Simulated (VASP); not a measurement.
# Bi in VASP: single point with r2SCAN

Aim: the single point of Bi with r2SCAN.

Program: VASP 6.6.1. These are calculated values, not measurements. Logs are shortened: lines on timing, memory, paths and dates and some standing lists are left out, and cuts for length are marked.

### 1 The cell of the first run

The cell holds a slab with vacuum, 8 atoms: a = 3.464 Å, b = 3.463 Å, c = 31.120 Å, α = 90.00°, β = 90.00°, γ = 60.01°.

### 2 Single point, r2SCAN

POSCAR reads:

```
Bi
1.0
    3.4638980000      0.0000000000      0.0000000000
    1.7306130000      2.9990980000      0.0000000000
    0.0000000000      0.0000000000     31.1200200000
Bi
8
Direct
    0.0746500000      0.0719480000      0.0381020000
    0.4199060000      0.5989950000      0.1324420000
    0.9240950000      0.8553600000      0.2274740000
    0.1670700000      0.0633760000      0.3178190000
    0.4790590000      0.5308270000      0.4049800000
    0.8134780000      0.8329490000      0.4902230000
    0.1178400000      0.1802410000      0.5853870000
    0.4795130000      0.5782640000      0.6722370000
```

INCAR.step1 reads:

```
SYSTEM = Bi
ALGO     = Normal         ! electronic algorithm
EDIFF    = 1E-4           ! SCF threshold, eV
ENCUT    = 520            ! plane-wave cutoff, eV
GGA      = PE             ! functional
ISMEAR   = -1             ! smearing method
LASPH    = .TRUE.         ! aspherical terms in the spheres
LCHARG   = .FALSE.        ! write CHGCAR
LREAL    = .FALSE.        ! projectors in reciprocal space
LWAVE    = .TRUE.         ! write WAVECAR
NBANDS   = 70             ! bands
NELM     = 60             ! most SCF steps
PREC     = Accurate       ! precision mode
SIGMA    = 0.1            ! smearing width, eV
```

INCAR.step2 reads:

```
SYSTEM = Bi
ALGO     = Normal         ! electronic algorithm
EDIFF    = 1E-6           ! SCF threshold, eV
ENCUT    = 520            ! plane-wave cutoff, eV
ISIF     = 2              ! what is computed and relaxed
ISMEAR   = -1             ! smearing method
ISTART   = 1            
LASPH    = .TRUE.         ! aspherical terms in the spheres
LCHARG   = .FALSE.        ! write CHGCAR
LMIXTAU  = .TRUE.       
LREAL    = .FALSE.        ! projectors in reciprocal space
LWAVE    = .FALSE.        ! write WAVECAR
METAGGA  = R2SCAN         ! meta-GGA
NBANDS   = 70             ! bands
NELM     = 60             ! most SCF steps
PREC     = Accurate       ! precision mode
SIGMA    = 0.1            ! smearing width, eV
```

KPOINTS reads:

```
k-points
0
G
  6 6 1
  0 0 0
```

Potentials or basis: VASP PAW PBE potentials, release 64 (Bi_d).

Command:

```console
cat potpaw_PBE.64/Bi_d/POTCAR > POTCAR
cp INCAR.step1 INCAR
mpirun -np 1 vasp_std > vasp.out
cp INCAR.step2 INCAR
mpirun -np 1 vasp_std > vasp.out
```

OUTCAR:

```text
SYSTEM = Bi
   EDIFF = 1E-6
   ENCUT = 520
   ISIF = 2
   ISMEAR = -1
   ISTART = 1
   LASPH = .TRUE.
   LREAL = .FALSE.
   METAGGA = R2SCAN
   NELM = 60
   PREC = Accurate

 ion  position               nearest neighbor table
   1  0.075  0.072  0.038-   2 3.28   2 3.60
   2  0.420  0.599  0.132-   1 3.28   3 3.31   1 3.60   3 3.73   3 3.76
   3  0.924  0.855  0.227-   4 3.12   2 3.31   4 3.66   4 3.72   2 3.73   2 3.76
   4  0.167  0.063  0.318-   3 3.12   5 3.15   5 3.44   5 3.59   3 3.66   3 3.72
   5  0.479  0.531  0.405-   4 3.15   6 3.27   6 3.32   6 3.38   4 3.44   4 3.59
   6  0.813  0.833  0.490-   5 3.27   5 3.32   5 3.38   7 3.55   7 3.55   7 3.62
   7  0.118  0.180  0.585-   8 3.26   8 3.32   8 3.54   6 3.55   6 3.55   6 3.62
   8  0.480  0.578  0.672-   7 3.26   7 3.32   7 3.54

  LATTYP: Found a base centered orthorhombic cell.
 ALAT       =     3.4626016475
 B/A-ratio  =     1.7329286638
 C/A-ratio  =     8.9874675657

  Lattice vectors:

 A1 = (  -3.4638980000,   0.0000000000,   0.0000000000)
 A2 = (   1.7332850000,  -2.9990980000,   0.0000000000)
 A3 = (   0.0000000000,   0.0000000000,  31.1200200000)

Analysis of symmetry for initial positions (statically):
=====================================================================
 Subroutine PRICEL returns:
 Original cell was already a primitive cell.

 Routine SETGRP: Setting up the symmetry group for a
 base centered orthorhombic supercell.

 Subroutine GETGRP returns: Found  1 space group operations
 (whereof  1 operations were pure point group operations)
 out of a pool of  8 trial point group operations.

The static configuration has the point symmetry C_1 .

Analysis of symmetry for dynamics (positions and initial velocities):
=====================================================================
 Subroutine PRICEL returns:
 Original cell was already a primitive cell.

 Routine SETGRP: Setting up the symmetry group for a
 base centered orthorhombic supercell.

 Subroutine GETGRP returns: Found  1 space group operations
 (whereof  1 operations were pure point group operations)
 out of a pool of  8 trial point group operations.

The dynamic configuration has the point symmetry C_1 .

 Subroutine INISYM returns: Found  1 space group operations
 (whereof  1 operations are pure point group operations),
 and found     1 'primitive' translations

----------------------------------------------------------------------------------------

                                     Primitive cell

  volume of cell :     323.2925

  direct lattice vectors                    reciprocal lattice vectors
     3.463898000  0.000000000  0.000000000     0.288692104 -0.166588190  0.000000000
     1.730613000  2.999098000  0.000000000     0.000000000  0.333433586  0.000000000
     0.000000000  0.000000000 31.120020000     0.000000000  0.000000000  0.032133655

  length of vectors
     3.463898000  3.462601648 31.120020000     0.333308799  0.333433586  0.032133655

  position of ions in fractional coordinates (direct lattice)
     0.074650000  0.071948000  0.038102000
     0.419906000  0.598995000  0.132442000
     0.924095000  0.855360000  0.227474000
     0.167070000  0.063376000  0.317819000
     0.479059000  0.530827000  0.404980000
     0.813478000  0.832949000  0.490223000
     0.117840000  0.180241000  0.585387000
     0.479513000  0.578264000  0.672237000

  ion indices of the primitive-cell ions
   primitive index   ion index
                 1           1
                 2           2
                 3           3
                 4           4
                 5           5
                 6           6
                 7           7
                 8           8

----------------------------------------------------------------------------------------

 KPOINTS: k-points

Automatic generation of k-mesh.
 Grid dimensions read from file:
 generate k-points for:    6    6    1

 Generating k-lattice:

  Cartesian coordinates                     Fractional coordinates (reciprocal lattice)
     0.048115351 -0.027764698  0.000000000     0.166666667  0.000000000  0.000000000
     0.000000000  0.055572264  0.000000000     0.000000000  0.166666667  0.000000000
     0.000000000  0.000000000  0.032133655     0.000000000  0.000000000  1.000000000

  Length of vectors
     0.055551467  0.055572264  0.032133655

  Shift w.r.t. Gamma in fractional coordinates (k-lattice)
     0.000000000  0.000000000  0.000000000

 Subroutine IBZKPT returns following result:
 ===========================================

 Found     20 irreducible k-points:

 Following reciprocal coordinates:
            Coordinates               Weight
  0.000000  0.000000  0.000000      1.000000
  0.166667  0.000000  0.000000      2.000000
  0.333333  0.000000  0.000000      2.000000
  0.500000  0.000000  0.000000      1.000000
  0.000000  0.166667  0.000000      2.000000
  0.166667  0.166667  0.000000      2.000000
[... 12 lines left out ...]
  0.333333  0.500000  0.000000      2.000000
  0.500000  0.500000  0.000000      1.000000
   k-points           NKPTS =     20   k-points in BZ     NKDIM =     20   number of bands    NBANDS=     70
   number of dos      NEDOS =    301   number of ions     NIONS =      8
   total plane-waves  NPLWV = 188160
   dimension x,y,z NGX =    28 NGY =   28 NGZ =  240
   dimension x,y,z NGXF=    56 NGYF=   56 NGZF=  480
   ions per type =               8
   NGX,Y,Z   is equivalent  to a cutoff of  13.44, 13.44, 12.82 a.u.
   NGXF,Y,Z  is equivalent  to a cutoff of  26.88, 26.89, 25.64 a.u.
 SYSTEM =  Bi
   PREC   = accura    normal or accurate (medium, high low for compatibility)
   ISTART =      1    job   : 0-new  1-cont  2-samecut
   ICHARG =      0    charge: 1-file 2-atom 10-const
   ISPIN  =      1    spin polarized calculation?
   LNONCOLLINEAR =      F non collinear calculations
   LSORBIT =      F    spin-orbit coupling
   LASPH  =      T    aspherical Exc in radial PAW
   ENCUT  =  520.0 eV  38.22 Ry    6.18 a.u.   6.44  6.44 57.86*2*pi/ulx,y,z
   NELM   =     60;   NELMIN=  2; NELMDL=  0     # of ELM steps
   EDIFF  = 0.1E-05   stopping-criterion for ELM
   LREAL  =      F    real-space projection
   EDIFFG = 0.1E-04   stopping-criterion for IOM
   NSW    =      0    number of steps for IOM
   IBRION =     -1    ionic relax: 0-MD 1-quasi-New 2-CG
   NFREE  =      0    steps in history (QN), initial steepest desc. (CG)
   ISIF   =      2    stress and relaxation
   ISYM   =      2    0-nonsym 1-usesym 2-fastsym
   POTIM  = 0.5000    time-step for ionic-motion
   TEBEG  =    0.0;   TEEND  =   0.0 temperature during run
   PSTRESS=    0.0 pullay stress
   NELECT =     120.0000    total number of electrons
   NUPDOWN=      -1.0000    fix difference up-down
   EMIN   =  10.00;   EMAX   =-10.00  energy-range for DOS
   EFERMI =   0.00;   METHOD = LEGACY
   ISMEAR =    -1;   SIGMA  =   0.10  broadening in eV -4-tet -1-fermi 0-gaus
   EFERMI_NEDOS =   21; number of points for ismear=-14 and -15
   IALGO  =     38    algorithm
   IMIX   =      4    mixing-type and parameters
     AMIX     =   0.40;   BMIX     =  1.00
     AMIX_MAG =   1.60;   BMIX_MAG =  1.00
  volume/ion in A,a.u.               =      40.41       272.71
  Fermi-wavevector in a.u.,A,eV,Ry     =   1.176531  2.223321 18.833527  1.384225
  Thomas-Fermi vector in A             =   2.312893
   LORBIT       =      0    0 simple, 1 ext, 2 COOP (PROOUT), +10 PAW based schemes
   METAGGA = R2SCAN    functional components
   LHFCALC =     F    Hartree Fock is set to
   AEXX    =    0.0000 exact exchange contribution
   IVDW    =     0    specifies the selected vdW correction
   LEPSILON=     F    determine dielectric tensor
   LRPA    =     F    only Hartree local field effects (RPA)
 non-spin polarized calculation
  energy-cutoff  :      520.00
  volume of cell :      323.29
 maximum number of plane-waves:      8781
 NGX is ok and might be reduce to    28
   NGX = 13   NGY = 13   NGZ =115

 number of electron     120.0000009 magnetization

 Free energy of the ion-electron system (eV)
  ---------------------------------------------------
  ext. energy  EPLUGINS =         0.00000000
  ---------------------------------------------------
  free energy    TOTEN  =      -465.49682886 eV

  energy without entropy =     -465.37208973  energy(sigma->0) =     -465.43445929

 E-fermi :   5.2000     XC(G=0):  -8.7053

 val. band max:        5.1753035897   @ k =   0.5000   0.1667   0.0000
 cond. band min:       5.2218011638   @ k =   0.1667   0.5000   0.0000
 fundamental gap:      0.0464975741
 Fermi energy:         5.1999987635

 k-point     1 :       0.0000    0.0000    0.0000
  band No.  band energies     occupation
      1     -18.8515      2.00000
      2     -18.8260      2.00000
      3     -18.8184      2.00000
      4     -18.7752      2.00000
      5     -18.7561      2.00000
      6     -18.7459      2.00000
[... 62 lines left out ...]
     69      10.4245      0.00000
     70      10.4602      0.00000

 k-point     2 :       0.1667    0.0000    0.0000
  band No.  band energies     occupation
      1     -18.8449      2.00000
      2     -18.8299      2.00000
      3     -18.7918      2.00000
      4     -18.7763      2.00000
      5     -18.7565      2.00000
      6     -18.7547      2.00000
[... 62 lines left out ...]
     69       9.4218      0.00000
     70       9.5619      0.00000

 k-point     3 :       0.3333    0.0000    0.0000
  band No.  band energies     occupation
      1     -18.8773      2.00000
      2     -18.8327      2.00000
      3     -18.8045      2.00000
      4     -18.7874      2.00000
      5     -18.7749      2.00000
      6     -18.7316      2.00000
[... 1230 lines left out ...]
     69       6.6981      0.00000
     70       7.7603      0.00000

 k-point    20 :       0.5000    0.5000    0.0000
  band No.  band energies     occupation
      1     -18.8996      2.00000
      2     -18.8441      2.00000
      3     -18.8150      2.00000
      4     -18.8035      2.00000
      5     -18.7875      2.00000
      6     -18.7514      2.00000
[... 62 lines left out ...]
     69       8.0730      0.00000
     70       8.2276      0.00000

------------------------ aborting loop because EDIFF is reached ----------------------------------------

  FORCE on cell =-STRESS in cart. coord.  units (eV):
  Direction    XX          YY          ZZ          XY          YZ          ZX
  --------------------------------------------------------------------------------------
  -------------------------------------------------------------------------------------
  Total        3.7109805      4.2439294      7.4652744      0.1004658      0.3389459      0.4400364
  in kB       18.3909277     21.0321229     36.9965081      0.4978900      1.6797525      2.1807385
  external PRESSURE =      25.4731862 kB  Pullay stress =       0.0000000 kB

 VOLUME and BASIS-vectors are now :
 -----------------------------------------------------------------------------
  energy-cutoff  :      520.00
  volume of cell :      323.29
      direct lattice vectors                 reciprocal lattice vectors
     3.463898000  0.000000000  0.000000000     0.288692104 -0.166588190  0.000000000
     1.730613000  2.999098000  0.000000000     0.000000000  0.333433586  0.000000000
     0.000000000  0.000000000 31.120020000     0.000000000  0.000000000  0.032133655

 POSITION                                       TOTAL-FORCE (eV/Angst)
 -----------------------------------------------------------------------------------
      0.38309      0.21578      1.18574        -0.005024     -0.226348      0.226573
      2.49114      1.79644      4.12160        -0.074922      0.253978     -0.476977
      4.68127      2.56531      7.07900         0.039308     -0.035382     -0.399126
      0.68839      0.19007      9.89053         0.056543      0.106335     -0.223464
      2.57807      1.59200     12.60299        -0.065541     -0.106164      0.191790
      4.25932      2.49810     15.25575         0.051754      0.007387      0.342538
      0.72011      0.54056     18.21726        -0.002487      0.008721      0.123159
      2.66174      1.73427     20.92003         0.000369     -0.008528      0.215508
 -----------------------------------------------------------------------------------
    total drift:                                0.000830     -0.000151      0.000736

  FREE ENERGIE OF THE ION-ELECTRON SYSTEM (eV)
  ---------------------------------------------------
  free  energy   TOTEN  =      -465.4968288592 eV

  energy  without entropy=     -465.3720897275  energy(sigma->0) =     -465.43445929
```

It took 2.1 h on 1 thread of Oxide Virtual Turin-like, shared host; peak memory 0.63 GiB.

What came out:

* Free energy: -465.4968 eV
* Largest force: 0.546 eV/Å
* Band gap on the k mesh: zero (bands 60 and 61 overlap by 6.20 eV)

Forces on the atoms (eV/Å):
```
Bi  -0.005 -0.226  0.227
Bi  -0.075  0.254 -0.477
Bi   0.039 -0.035 -0.399
Bi   0.057  0.106 -0.223
Bi  -0.066 -0.106  0.192
Bi   0.052  0.007  0.343
Bi  -0.002  0.009  0.123
Bi   0.000 -0.009  0.216
```

Levels at points of the mesh, in eV from the Fermi level:
| k point | band 58 | band 59 | band 60 | band 61 | band 62 | band 63 |
| --- | --- | --- | --- | --- | --- | --- |
| (0.00, 0.00, 0.00) | 3.82 | 3.91 | 3.96 | 4.14 | 4.22 | 4.36 |
| (0.50, 0.00, 0.00) | -0.80 | -0.49 | 0.04 | 0.23 | 0.42 | 0.93 |
| (0.00, 0.50, 0.00) | -0.60 | -0.42 | 0.23 | 0.28 | 0.39 | 0.66 |
| (0.50, 0.50, 0.00) | -1.14 | -0.47 | -0.26 | 0.23 | 0.55 | 0.74 |

Caveat: there is no dipole correction, which matters where the two faces differ; the PAW data sets were made with another functional, which shifts forces and pressure a little; spin-orbit coupling is left out, which moves the levels of the heavy elements.

The gap in the log of VASP goes by the Fermi energy; the results here count the filled bands.